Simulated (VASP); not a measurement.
Set up this calculation in VASP 6.6.1, as the native input.

* Task: single point
* Functional: PBE
* Potentials or basis: VASP PAW PBE potentials, release 64 (Ge_d)
* Cutoff: 520 eV
* k mesh: 15 × 15 × 8
* Occupations: fermi-dirac, width 0.05 eV
* Spin: no spin polarisation
* Dipole correction: no
* Further INCAR settings: ALGO = Normal; EDIFF = 1e-06; NBANDS = 21

The structure of Ge lies in POSCAR:

```
Ge
1.0
    2.9759643188      0.0000000000      0.0000000000
   -1.4879821594      2.5772607008      0.0000000000
    0.0000000000      0.0000000000      5.0534954650
Ge
2
Direct
    0.3333333333      0.6666666667      0.2500000000
    0.6666666667      0.3333333333      0.7500000000
```

This isn't the form of Ge at room conditions, which is diamond.

These files were run (other wordings do the same):

INCAR

```
PREC = Accurate ; ENCUT = 520
EDIFF = 1E-6 ; ISMEAR = -1
SIGMA = 0.05 ; LREAL = False
LASPH = True ; NELM = 100
ALGO = Normal ; ISIF = 2
LWAVE = False ; LCHARG = False
GGA = PE ; NBANDS = 21
```

KPOINTS

```
Automatic mesh
0
Gamma
  15 15 8
```

Potentials or basis: VASP PAW PBE potentials, release 64 (Ge_d).

The run is started by

```sh
$ cat potpaw_PBE.64/Ge_d/POTCAR > POTCAR
$ mpirun -np 1 vasp_std > vasp.out
```

Results of the run:

| Property | Result |
| --- | --- |
| Pressure | 0.0 GPa |
| Band gap on the k mesh | zero (bands 14 and 15 overlap by 10.03 eV) |

Wall time 61 s on 1 thread of Intel Xeon 8259CL, on a shared host, peak memory 0.22 GiB.
